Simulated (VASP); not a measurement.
Crystal: Tl3Sb2Mo.

```
Tl Sb Mo
1.0
     3.17051    1.83049    5.22300
    -3.17051    1.83049    5.22300
     0.00000   -3.66099    5.22300
Tl Sb Mo
3 2 1
Direct
  0.00000 0.50000 0.00000
  0.00000 0.00000 0.50000
  0.50000 0.00000 0.00000
  0.37773 0.37773 0.37773
  0.62227 0.62227 0.62227
  0.00000 0.00000 0.00000
```

The cell was built from a structure type or drawn by symmetry, and may not be a known phase.

```yaml
Program: VASP 6.6.1
Task: relaxation of cell and atoms
Functional: PBE
Potentials_or_basis: VASP PAW PBE potentials, release 64 (Tl_d, Sb, Mo_sv)
Cutoff: 600 eV
k_mesh: 3 × 3 × 3
Occupations: gaussian, width 0.1 eV
Spin: no spin polarisation
```

At the start: pressure -6.7 GPa; volume 30.31 Å³/atom.

**Question.** Where does the relaxation end?

**Answer.** Over 11 steps the energy falls by 151.6 meV/atom and the volume is 26.14 Å³/atom (-13.7 %); space group R-3m (No. 166, to 0.1 Å) before and after.

Step by step:
| step | energy change (eV) | largest force (eV/Å) | pressure (GPa) | volume (Å³) |
| --- | --- | --- | --- | --- |
| 1 | 0.0000 | 0.2887 | -6.68 | 181.87 |
| 2 | -0.8062 | 0.2480 | 1.88 | 150.47 |
| 3 | -0.8183 | 0.2642 | 0.57 | 153.28 |
| 4 | -0.8614 | 0.1109 | 0.47 | 154.12 |
| 5 | -0.8873 | 0.1830 | 0.48 | 155.49 |
| 6 | -0.8914 | 0.1703 | -0.46 | 157.99 |
| 7 | -0.8917 | 0.1733 | -0.27 | 157.44 |
| 8 | -0.8977 | 0.1537 | -0.25 | 157.51 |
| 9 | -0.9079 | 0.0590 | -0.13 | 157.71 |
| 10 | -0.9081 | 0.0438 | -0.11 | 157.74 |
| 11 | -0.9096 | 0.0092 | 0.16 | 156.87 |

Final structure:
```
CELL_PARAMETERS angstrom
3.15317 1.82048 4.55456
-3.15317 1.82048 4.55456
0.00000 -3.64097 4.55456
ATOMIC_POSITIONS crystal
Tl 0.00000 0.50000 0.00000
Tl 0.00000 0.00000 0.50000
Tl 0.50000 0.00000 0.00000
Sb 0.38064 0.38064 0.38064
Sb 0.61936 0.61936 0.61936
Mo 0.00000 0.00000 0.00000
```

Caveat: the k points lie up to 0.41 Å⁻¹ apart in the final cell, too coarse for converged energies and pressures of a metal.
